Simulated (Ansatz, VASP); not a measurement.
# ZrS in VASP and in Ansatz

Contents of INCAR:

```
SYSTEM = ZrS
PREC = Accurate ; ENCUT = 520
EDIFF = 1E-6 ; ISMEAR = 0
SIGMA = 0.15 ; LREAL = .FALSE.
LASPH = .TRUE. ; NELM = 60
ALGO = Normal ; ISIF = 2
LWAVE = .FALSE. ; LCHARG = .FALSE.
NBANDS = 16
```

File KPOINTS:

```
regular mesh
0
G
  16 16 16
  0 0 0
```

POSCAR

```
ZrS
1.0
    0.0000000000      2.4937500000      2.6250000000
    2.6250000000      0.0000000000      2.6250000000
    2.6250000000      2.4937500000      0.0000000000
Zr S
1 1
Direct
    0.0000000000      0.0000000000      0.0000000000
    0.5000000000      0.5000000000      0.5000000000
```

Input for Ansatz:

```yaml
crystal:
  lattice:
    - [0.0, 2.49375, 2.625]
    - [2.625, 0.0, 2.625]
    - [2.625, 2.49375, 0.0]
  atoms:
    - { symbol: Zr, position: [0.0, 0.0, 0.0] }
    - { symbol: S, position: [0.5, 0.5, 0.5] }
basis:
  ecutwfc: 420
kpoints:
  mp_grid: { grid: [16, 16, 16] }
hamiltonian:
  xc: lda
scf:
  occupations: { method: gaussian, width: 0.15 }
output:
  forces: true
  stress: true
  eigenvalues: true
```

Change from the starting cell: strain -0.0500 x Voigt [0, 1, 0, 0, 0, 0], atoms carried along.

Alike in both runs: task single point; functional LDA; k mesh 16 × 16 × 16; occupations gaussian, width 0.15 eV; no spin polarisation.

|  | VASP | Ansatz |
| --- | --- | --- |
| version | VASP 6.6.1 | Ansatz 0.2.0 |
| potentials or method | VASP PAW LDA potentials, release 64 (Zr_sv, S), cutoff 520 eV | scalar-relativistic, plane waves, PAW |
| valence electrons in the cell | 18 | 18 |

|  | VASP | Ansatz | Ansatz less VASP |
| --- | --- | --- | --- |
| gap on the k mesh at the Fermi level (eV) | none | none | - |
| pressure (GPa) | -1.0 | -1.3 | -0.27 |
| traceless stress, the component that is largest in VASP (GPa) | 11.71 | 11.62 | -0.086 |

LDA's correlation is that of Perdew and Zunger in VASP and of Perdew and Wang (1992) in Ansatz. A gap of «none» marks a metal or a gap that the smearing closes.
